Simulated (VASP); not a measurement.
Wanted: the native input for a VASP 6.6.1 run.

| Property | Result |
| --- | --- |
| Task | single point |
| Functional | PBE |
| Potentials or basis | VASP PAW PBE potentials, release 64 (Hf_pv, B) |
| Cutoff | 520 eV |
| k mesh | 10 × 10 × 10 |
| Occupations | fermi-dirac, width 0.05 eV |
| Spin | no spin polarisation |
| Dipole correction | no |
| Further INCAR settings | ALGO = Normal; EDIFF = 1e-06; NBANDS = 14 |

The structure of HfB lies in POSCAR:

```
HfB
1.0
    0.0000000000      2.2944961772      2.2944961772
    2.2944961772      0.0000000000      2.2944961772
    2.2944961772      2.2944961772      0.0000000000
Hf B
1 1
Direct
    0.5000000000      0.5000000000      0.5000000000
    0.0000000000      0.0000000000      0.0000000000
```

The input as run:

INCAR

```
SYSTEM = HfB
ALGO = Normal
EDIFF = 1E-6
ENCUT = 520
GGA = PE
ISIF = 2
ISMEAR = -1
LASPH = .True.
LCHARG = .True.
LELF = .True.
LREAL = .False.
LVHAR = .True.
LWAVE = .False.
NBANDS = 14
NELM = 100
PREC = Accurate
SIGMA = 0.05
```

KPOINTS

```
k-points
0
Gamma
  10 10 10
  0 0 0
```

Potentials or basis: VASP PAW PBE potentials, release 64 (Hf_pv, B).

Command:

```bash
$ cat potpaw_PBE.64/Hf_pv/POTCAR potpaw_PBE.64/B/POTCAR > POTCAR
$ mpirun -np 1 vasp_std > vasp.out
```

It gave:

```yaml
Pressure: 36.4 GPa
```

Wall time 17 s on 1 thread of AMD EPYC 7R43 64-Core Processor (Zen 3), on a shared host, peak memory 0.11 GiB.
